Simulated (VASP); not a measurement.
# Li2O3 (Pn-3m) in VASP: further runs

Runs on Li2O3. Level: PBE. Tasks: single point.

Everything below comes from runs of VASP 6.6.1. Logs are shortened: lines on timing, memory, paths and dates and some standing lists are left out, and cuts for length are marked.

## Step 1: The cell of the first run

The structure is cubic, space group Pn-3m (No. 224). Conventional cell: a = 4.474 Å, b = 4.474 Å, c = 4.474 Å, α = 90.00°, β = 90.00°, γ = 90.00°. Li (site symmetry -3m) has 6 O at 1.94 Å within 2.6 Å. O (site symmetry -42m) has 4 Li at 1.94 Å and 4 O at 2.24 Å within 2.6 Å.

## Step 2: Single point, PBE

File INCAR:

```
SYSTEM = Li2O3
PREC = Accurate ; ENCUT = 520
EDIFF = 1E-6 ; ISMEAR = -1
SIGMA = 0.06122561905347299 ; LREAL = .FALSE.
LASPH = .TRUE. ; NELM = 80
ALGO = Normal ; ISIF = 2
LWAVE = .FALSE. ; LCHARG = .FALSE.
GGA = PE ; NBANDS = 35
```

File KPOINTS:

```
regular mesh
0
G
  12 12 12
  0 0 0
```

File POSCAR:

```
Li2O3
1.0
    4.4738773108      0.0000000000      0.0000000000
    0.0000000000      4.4738773108      0.0000000000
    0.0000000000      0.0000000000      4.4738773108
Li O
4 6
Direct
    0.2500000000      0.2500000000      0.2500000000
    0.7500000000      0.7500000000      0.2500000000
    0.7500000000      0.2500000000      0.7500000000
    0.2500000000      0.7500000000      0.7500000000
    0.5000000000      0.0000000000      0.0000000000
    0.0000000000      0.5000000000      0.0000000000
    0.0000000000      0.0000000000      0.5000000000
    0.5000000000      0.5000000000      0.0000000000
    0.5000000000      0.0000000000      0.5000000000
    0.0000000000      0.5000000000      0.5000000000
```

Potentials or basis: VASP PAW PBE potentials, release 64 (Li_sv, O).

On the command line:

```
$ cat potpaw_PBE.64/Li_sv/POTCAR potpaw_PBE.64/O/POTCAR > POTCAR
$ mpirun -np 1 vasp_std > vasp.out
```

OUTCAR:

```text
SYSTEM = Li2O3
   PREC = Accurate
   ENCUT = 520
   EDIFF = 1E-6
   ISMEAR = -1
   LREAL = .FALSE.
   LASPH = .TRUE.
   NELM = 80
   ISIF = 2
   GGA = PE

 ion  position               nearest neighbor table
   1  0.250  0.250  0.250-   5 1.94   6 1.94   7 1.94   8 1.94   9 1.94  10 1.94
   2  0.750  0.750  0.250-   5 1.94   6 1.94   7 1.94   8 1.94   9 1.94  10 1.94
   3  0.750  0.250  0.750-   5 1.94   6 1.94   7 1.94   8 1.94   9 1.94  10 1.94
   4  0.250  0.750  0.750-   5 1.94   6 1.94   7 1.94   8 1.94   9 1.94  10 1.94
   5  0.500  0.000  0.000-   1 1.94   2 1.94   3 1.94   4 1.94
   6  0.000  0.500  0.000-   1 1.94   2 1.94   3 1.94   4 1.94
   7  0.000  0.000  0.500-   1 1.94   2 1.94   3 1.94   4 1.94
   8  0.500  0.500  0.000-   1 1.94   2 1.94   3 1.94   4 1.94
   9  0.500  0.000  0.500-   1 1.94   2 1.94   3 1.94   4 1.94
  10  0.000  0.500  0.500-   1 1.94   2 1.94   3 1.94   4 1.94

  LATTYP: Found a simple cubic cell.
 ALAT       =     4.4738773108

  Lattice vectors:

 A1 = (   4.4738773108,   0.0000000000,   0.0000000000)
 A2 = (   0.0000000000,   4.4738773108,   0.0000000000)
 A3 = (   0.0000000000,   0.0000000000,   4.4738773108)

Analysis of symmetry for initial positions (statically):
=====================================================================
 Subroutine PRICEL returns:
 Original cell was already a primitive cell.

 Routine SETGRP: Setting up the symmetry group for a
 simple cubic supercell.

 Subroutine GETGRP returns: Found 48 space group operations
 (whereof 24 operations were pure point group operations)
 out of a pool of 48 trial point group operations.

The static configuration has the point symmetry T_d .
 The point group associated with its full space group is O_h .

Analysis of symmetry for dynamics (positions and initial velocities):
=====================================================================
 Subroutine PRICEL returns:
 Original cell was already a primitive cell.

 Routine SETGRP: Setting up the symmetry group for a
 simple cubic supercell.

 Subroutine GETGRP returns: Found 48 space group operations
 (whereof 24 operations were pure point group operations)
 out of a pool of 48 trial point group operations.

The dynamic configuration has the point symmetry T_d .
 The point group associated with its full space group is O_h .

 Subroutine INISYM returns: Found 48 space group operations
 (whereof 24 operations are pure point group operations),
 and found     1 'primitive' translations
[... 113 lines left out ...]
   EDIFFG = 0.1E-04   stopping-criterion for IOM
   NSW    =      0    number of steps for IOM
   IBRION =     -1    ionic relax: 0-MD 1-quasi-New 2-CG
   NFREE  =      0    steps in history (QN), initial steepest desc. (CG)
   ISIF   =      2    stress and relaxation
   ISYM   =      2    0-nonsym 1-usesym 2-fastsym
   POTIM  = 0.5000    time-step for ionic-motion
   TEBEG  =    0.0;   TEEND  =   0.0 temperature during run
   PSTRESS=    0.0 pullay stress
   NELECT =      48.0000    total number of electrons
   NUPDOWN=      -1.0000    fix difference up-down
   EMIN   =  10.00;   EMAX   =-10.00  energy-range for DOS
   EFERMI =   0.00;   METHOD = LEGACY
   ISMEAR =    -1;   SIGMA  =   0.06  broadening in eV -4-tet -1-fermi 0-gaus
   EFERMI_NEDOS =   21; number of points for ismear=-14 and -15
   IALGO  =     38    algorithm
   IMIX   =      4    mixing-type and parameters
     AMIX     =   0.40;   BMIX     =  1.00
     AMIX_MAG =   1.60;   BMIX_MAG =  1.00
  volume/ion in A,a.u.               =       8.95        60.43
  Fermi-wavevector in a.u.,A,eV,Ry     =   1.329856  2.513063 24.062122  1.768516
  Thomas-Fermi vector in A             =   2.458987
   LORBIT       =      0    0 simple, 1 ext, 2 COOP (PROOUT), +10 PAW based schemes
   GGA     = PE    functional components
   LHFCALC =     F    Hartree Fock is set to
   AEXX    =    0.0000 exact exchange contribution
   IVDW    =     0    specifies the selected vdW correction
   LEPSILON=     F    determine dielectric tensor
   LRPA    =     F    only Hartree local field effects (RPA)
 non-spin polarized calculation
  energy-cutoff  :      520.00
  volume of cell :       89.55
 maximum number of plane-waves:      2469
 NGX is ok and might be reduce to    36
   NGX = 17   NGY = 17   NGZ = 17

 number of electron      48.0000019 magnetization

 Free energy of the ion-electron system (eV)
  ---------------------------------------------------
  ext. energy  EPLUGINS =         0.00000000
  ---------------------------------------------------
  free energy    TOTEN  =       -42.49139300 eV

  energy without entropy =      -42.41950042  energy(sigma->0) =      -42.45544671

 E-fermi :   0.2950     XC(G=0):  -9.9419

 val. band max:        0.2946303239   @ k =   0.5000   0.3333   0.1667
 cond. band min:       0.2983224711   @ k =   0.4167   0.3333   0.0833
 fundamental gap:      0.0036921471
 Fermi energy:         0.2949551373

 k-point     1 :       0.0000    0.0000    0.0000
  band No.  band energies     occupation
      1     -41.7240      2.00000
      2     -41.6883      2.00000
      3     -41.6883      2.00000
      4     -41.6883      2.00000
      5     -17.7885      2.00000
      6     -16.8875      2.00000
[... 901 lines left out ...]
     34      14.8003      0.00000
     35      15.4813      0.00000

 [... further k-points ...]
[... 5 lines left out ...]
  --------------------------------------------------------------------------------------
  -------------------------------------------------------------------------------------
  Total        0.0391688      0.0391688      0.0391688     -0.0000000      0.0000000     -0.0000000
  in kB        0.7008066      0.7008066      0.7008066     -0.0000000      0.0000000     -0.0000000
  external PRESSURE =       0.7008066 kB  Pullay stress =       0.0000000 kB

 VOLUME and BASIS-vectors are now :
 -----------------------------------------------------------------------------
  energy-cutoff  :      520.00
  volume of cell :       89.55
      direct lattice vectors                 reciprocal lattice vectors
     4.473877311  0.000000000  0.000000000     0.223519764  0.000000000  0.000000000
     0.000000000  4.473877311  0.000000000     0.000000000  0.223519764  0.000000000
     0.000000000  0.000000000  4.473877311     0.000000000  0.000000000  0.223519764

 POSITION                                       TOTAL-FORCE (eV/Angst)
 -----------------------------------------------------------------------------------
      1.11847      1.11847      1.11847         0.000000     -0.000000      0.000000
      3.35541      3.35541      1.11847        -0.000000     -0.000000      0.000000
      3.35541      1.11847      3.35541        -0.000000     -0.000000     -0.000000
      1.11847      3.35541      3.35541        -0.000000      0.000000     -0.000000
      2.23694      0.00000      0.00000         0.000000      0.000000      0.000000
      0.00000      2.23694      0.00000         0.000000      0.000000     -0.000000
      0.00000      0.00000      2.23694         0.000000      0.000000      0.000000
      2.23694      2.23694      0.00000        -0.000000     -0.000000     -0.000000
      2.23694      0.00000      2.23694        -0.000000      0.000000      0.000000
      0.00000      2.23694      2.23694        -0.000000     -0.000000      0.000000
 -----------------------------------------------------------------------------------
    total drift:                               -0.000000      0.000000     -0.000000

  FREE ENERGIE OF THE ION-ELECTRON SYSTEM (eV)
  ---------------------------------------------------
  free  energy   TOTEN  =       -42.4913930031 eV

  energy  without entropy=      -42.4195004208  energy(sigma->0) =      -42.45544671
```

Wall time 6.2 min (1 thread of Intel Xeon 8259CL, shared host); peak memory 0.32 GiB.

What came out:

```
Free energy            : -42.4914 eV
Band gap on the k mesh : zero (bands 24 and 25 overlap by 2.41 eV)
```

Caveat: the cutoff is under 1.25 times the usual one of these potentials, so pressure, stress and relaxed cells hold a basis-set (Pulay) error.

## Step 3: Single point, PBE

File INCAR:

```
PREC     = Accurate       # precision mode
ENCUT    = 520            # plane-wave cutoff, eV
EDIFF    = 1E-6           # SCF threshold, eV
ISMEAR   = -1             # smearing method
SIGMA    = 0.06122561905347299 # smearing width, eV
LREAL    = F              # projectors in reciprocal space
LASPH    = T              # aspherical terms in the spheres
NELM     = 100            # most SCF steps
ALGO     = Normal         # electronic algorithm
ISIF     = 2              # what is computed and relaxed
LWAVE    = F              # write WAVECAR
LCHARG   = T              # write CHGCAR
GGA      = PE             # functional
LELF     = T              # ELF
LVHAR    = T            
NBANDS   = 35             # bands
```

File KPOINTS:

```
Automatic mesh
0
Gamma
  12 12 12
```

POSCAR is that of step 2.

Potentials or basis: VASP PAW PBE potentials, release 64 (Li_sv, O).

On the command line:

```
$ cat potpaw_PBE.64/Li_sv/POTCAR potpaw_PBE.64/O/POTCAR > POTCAR
$ mpirun -np 1 vasp_std > vasp.out
```

OUTCAR:

```text
PREC = Accurate
   ENCUT = 520
   EDIFF = 1E-6
   ISMEAR = -1
   LREAL = F
   LASPH = T
   NELM = 100
   ISIF = 2
   GGA = PE

 ion  position               nearest neighbor table
   1  0.250  0.250  0.250-   5 1.94   6 1.94   7 1.94   8 1.94   9 1.94  10 1.94
   2  0.750  0.750  0.250-   5 1.94   6 1.94   7 1.94   8 1.94   9 1.94  10 1.94
   3  0.750  0.250  0.750-   5 1.94   6 1.94   7 1.94   8 1.94   9 1.94  10 1.94
   4  0.250  0.750  0.750-   5 1.94   6 1.94   7 1.94   8 1.94   9 1.94  10 1.94
   5  0.500  0.000  0.000-   1 1.94   2 1.94   3 1.94   4 1.94
   6  0.000  0.500  0.000-   1 1.94   2 1.94   3 1.94   4 1.94
   7  0.000  0.000  0.500-   1 1.94   2 1.94   3 1.94   4 1.94
   8  0.500  0.500  0.000-   1 1.94   2 1.94   3 1.94   4 1.94
   9  0.500  0.000  0.500-   1 1.94   2 1.94   3 1.94   4 1.94
  10  0.000  0.500  0.500-   1 1.94   2 1.94   3 1.94   4 1.94

  LATTYP: Found a simple cubic cell.
 ALAT       =     4.4738773108

  Lattice vectors:

 A1 = (   4.4738773108,   0.0000000000,   0.0000000000)
 A2 = (   0.0000000000,   4.4738773108,   0.0000000000)
 A3 = (   0.0000000000,   0.0000000000,   4.4738773108)

Analysis of symmetry for initial positions (statically):
=====================================================================
 Subroutine PRICEL returns:
 Original cell was already a primitive cell.

 Routine SETGRP: Setting up the symmetry group for a
 simple cubic supercell.

 Subroutine GETGRP returns: Found 48 space group operations
 (whereof 24 operations were pure point group operations)
 out of a pool of 48 trial point group operations.

The static configuration has the point symmetry T_d .
 The point group associated with its full space group is O_h .

Analysis of symmetry for dynamics (positions and initial velocities):
=====================================================================
 Subroutine PRICEL returns:
[... 146 lines left out ...]
     AMIX_MAG =   1.60;   BMIX_MAG =  1.00
  volume/ion in A,a.u.               =       8.95        60.43
  Fermi-wavevector in a.u.,A,eV,Ry     =   1.329856  2.513063 24.062122  1.768516
  Thomas-Fermi vector in A             =   2.458987
   LORBIT       =      0    0 simple, 1 ext, 2 COOP (PROOUT), +10 PAW based schemes
   GGA     = PE    functional components
   LHFCALC =     F    Hartree Fock is set to
   AEXX    =    0.0000 exact exchange contribution
   IVDW    =     0    specifies the selected vdW correction
   LEPSILON=     F    determine dielectric tensor
   LRPA    =     F    only Hartree local field effects (RPA)
 non-spin polarized calculation
  energy-cutoff  :      520.00
  volume of cell :       89.55
 maximum number of plane-waves:      2469
 NGX is ok and might be reduce to    36
   NGX = 17   NGY = 17   NGZ = 17

 number of electron      48.0000019 magnetization

 Free energy of the ion-electron system (eV)
  ---------------------------------------------------
  ext. energy  EPLUGINS =         0.00000000
  ---------------------------------------------------
  free energy    TOTEN  =       -42.49139300 eV

  energy without entropy =      -42.41950042  energy(sigma->0) =      -42.45544671

 E-fermi :   0.2950     XC(G=0):  -9.9419

 val. band max:        0.2946303239   @ k =   0.5000   0.3333   0.1667
 cond. band min:       0.2983224711   @ k =   0.4167   0.3333   0.0833
 fundamental gap:      0.0036921471
 Fermi energy:         0.2949551373

 k-point     1 :       0.0000    0.0000    0.0000
  band No.  band energies     occupation
      1     -41.7240      2.00000
      2     -41.6883      2.00000
      3     -41.6883      2.00000
      4     -41.6883      2.00000
      5     -17.7885      2.00000
      6     -16.8875      2.00000
[... 901 lines left out ...]
     34      14.8003      0.00000
     35      15.4813      0.00000

 [... further k-points ...]
[... 5 lines left out ...]
  --------------------------------------------------------------------------------------
  -------------------------------------------------------------------------------------
  Total        0.0391688      0.0391688      0.0391688     -0.0000000      0.0000000     -0.0000000
  in kB        0.7008066      0.7008066      0.7008066     -0.0000000      0.0000000     -0.0000000
  external PRESSURE =       0.7008066 kB  Pullay stress =       0.0000000 kB

 VOLUME and BASIS-vectors are now :
 -----------------------------------------------------------------------------
  energy-cutoff  :      520.00
  volume of cell :       89.55
      direct lattice vectors                 reciprocal lattice vectors
     4.473877311  0.000000000  0.000000000     0.223519764  0.000000000  0.000000000
     0.000000000  4.473877311  0.000000000     0.000000000  0.223519764  0.000000000
     0.000000000  0.000000000  4.473877311     0.000000000  0.000000000  0.223519764

 POSITION                                       TOTAL-FORCE (eV/Angst)
 -----------------------------------------------------------------------------------
      1.11847      1.11847      1.11847         0.000000     -0.000000      0.000000
      3.35541      3.35541      1.11847        -0.000000     -0.000000      0.000000
      3.35541      1.11847      3.35541        -0.000000     -0.000000     -0.000000
      1.11847      3.35541      3.35541        -0.000000      0.000000     -0.000000
      2.23694      0.00000      0.00000         0.000000      0.000000      0.000000
      0.00000      2.23694      0.00000         0.000000      0.000000     -0.000000
      0.00000      0.00000      2.23694         0.000000      0.000000      0.000000
      2.23694      2.23694      0.00000        -0.000000     -0.000000     -0.000000
      2.23694      0.00000      2.23694        -0.000000      0.000000      0.000000
      0.00000      2.23694      2.23694        -0.000000     -0.000000      0.000000
 -----------------------------------------------------------------------------------
    total drift:                               -0.000000      0.000000     -0.000000

  FREE ENERGIE OF THE ION-ELECTRON SYSTEM (eV)
  ---------------------------------------------------
  free  energy   TOTEN  =       -42.4913930031 eV

  energy  without entropy=      -42.4195004208  energy(sigma->0) =      -42.45544671
```

OSZICAR:

```text
N       E                     dE             d eps       ncg     rms          rms(c)
DAV:   1     0.355950793840E+03    0.35595E+03   -0.24376E+04  5896   0.149E+03
DAV:   2    -0.750541249847E+01   -0.36346E+03   -0.34313E+03  6887   0.373E+02
DAV:   3    -0.401518417730E+02   -0.32646E+02   -0.32178E+02  8256   0.949E+01
DAV:   4    -0.433044561728E+02   -0.31526E+01   -0.31386E+01  9429   0.256E+01
DAV:   5    -0.434458263523E+02   -0.14137E+00   -0.14136E+00  7744   0.414E+00    0.854E+00
DAV:   6    -0.425329281200E+02    0.91290E+00   -0.17138E+00  6808   0.648E+00    0.426E+00
DAV:   7    -0.424625837494E+02    0.70344E-01   -0.40284E-01  8437   0.281E+00    0.162E+00
DAV:   8    -0.424879712357E+02   -0.25387E-01   -0.90131E-02  7410   0.173E+00    0.242E-01
DAV:   9    -0.424905731191E+02   -0.26019E-02   -0.12420E-02  7237   0.522E-01    0.174E-01
DAV:  10    -0.424913545405E+02   -0.78142E-03   -0.22169E-03  6558   0.266E-01    0.137E-02
DAV:  11    -0.424913889049E+02   -0.34364E-04   -0.10729E-04  8893   0.562E-02    0.109E-02
DAV:  12    -0.424913928217E+02   -0.39168E-05   -0.11538E-05  6442   0.179E-02    0.142E-03
DAV:  13    -0.424913930031E+02   -0.18135E-06   -0.62904E-07  5696   0.382E-03
   1 F= -.42491393E+02 E0= -.42455447E+02  d E =-.718926E-01
```

stdout:

```text
POSCAR found type information on POSCAR LiO
 POSCAR found :  2 types and      10 ions
 scaLAPACK will be used
 LDA part: xc-table for (Slater+PW92), standard interpolation
 POSCAR, INCAR and KPOINTS ok, starting setup
 FFT: planning ... GRIDC
 FFT: planning ... GRID_SOFT
 FFT: planning ... GRID
 WAVECAR not read
 entering main loop
```

It took 2.6 min on 1 thread of Intel Xeon Platinum 8488C (Sapphire Rapids), shared host; peak memory 0.31 GiB.

What came out:

```
Free energy            : -42.4914 eV
Band gap on the k mesh : zero (bands 24 and 25 overlap by 2.41 eV)
```

Levels at points of the mesh, in eV from the Fermi level:
```csv
k point,band 21,band 22,band 23,band 24,band 25,band 26,band 27,band 28
"(0.00, 0.00, 0.00)",-0.77,-0.77,1.43,1.43,1.43,1.50,1.50,1.50
"(0.50, 0.00, 0.00)",-1.28,-1.28,-0.70,-0.70,1.45,1.45,1.46,1.46
"(0.50, 0.50, 0.00)",-1.38,-1.38,-1.23,-1.23,-0.36,-0.36,1.44,1.44
"(0.50, 0.50, 0.50)",-1.30,-1.30,-1.30,-1.30,-0.98,-0.98,-0.70,-0.70
```

Caveat: the cutoff is under 1.25 times the usual one of these potentials, so pressure, stress and relaxed cells hold a basis-set (Pulay) error.

(Part 1 of 2 ends here.)
